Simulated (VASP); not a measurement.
Input of a VASP 6.6.1 run:

Contents of INCAR:

```
ALGO = Normal ; EDIFF = 1E-6
ENCUT = 520 ; GGA = PE
ISIF = 2 ; ISMEAR = -1
IVDW = 12 ; LASPH = T
LCHARG = F ; LREAL = F
LWAVE = F ; NBANDS = 90
NELM = 80 ; PREC = Accurate
SIGMA = 0.1
```

Contents of KPOINTS:

```
k-points
0
Gamma
  2 2 2
```

Contents of POSCAR:

```
Zn
1.0
    5.3200000000      0.0000000000      0.0000000000
   -3.9900000000      6.9108830000      0.0000000000
    0.0000000000      0.0000000000      4.9369600000
Zn
13
Direct
    0.0100497846      0.0141515925      0.0271016982
    0.1268468145      0.1960965046      0.4744620171
   -0.0223585907      0.2808903001     -0.0791377690
    0.2598560013      0.5834420869      0.5068098587
    0.0274110781      0.7061471016     -0.0295525992
    0.0276323800      0.7597003162      0.5070124125
    0.4929370959     -0.0409209648      0.0946736453
    0.8393650800      0.3384516856      0.3532943350
    0.4823796375      0.3302906445     -0.0065829984
    0.5749130687      0.4739191794      0.5492651348
    0.5940138967      0.6827202834      0.0726965582
    0.6510862672      0.9126764264      0.5497715193
    0.4321576226      0.0982653013      0.6382065076
```

Potentials or basis: VASP PAW PBE potentials, release 64 (Zn).

Launch:

```console
$ cat potpaw_PBE.64/Zn/POTCAR > POTCAR
$ mpirun -np 1 vasp_std > vasp.out
```

Problem. What does it give for the pressure?

Solution. 14.9 GPa.

Problem. What does it give for the band gap on the k mesh?

Solution. Zero (band 78 reaches 6.42 eV, above the bottom of band 79 at 3.02 eV).

Problem. What does it give for the largest force?

Solution. 2.346 eV/Å.

Forces on the atoms (eV/Å):
```
Zn   1.036 -1.178  0.112
Zn  -0.890 -0.125 -0.754
Zn  -1.059  1.457 -0.866
Zn   0.126  0.479  0.611
Zn   1.480 -1.299  0.359
Zn  -0.818  1.722 -1.367
Zn  -0.189  0.753  0.195
Zn  -0.918 -0.896 -0.595
Zn   0.302  0.297  1.028
Zn   1.027  0.606  0.255
Zn  -1.556 -0.776  0.072
Zn   0.957 -0.735  0.422
Zn   0.503 -0.305  0.528
```

Caveat: the k points lie up to 0.68 Å⁻¹ apart.
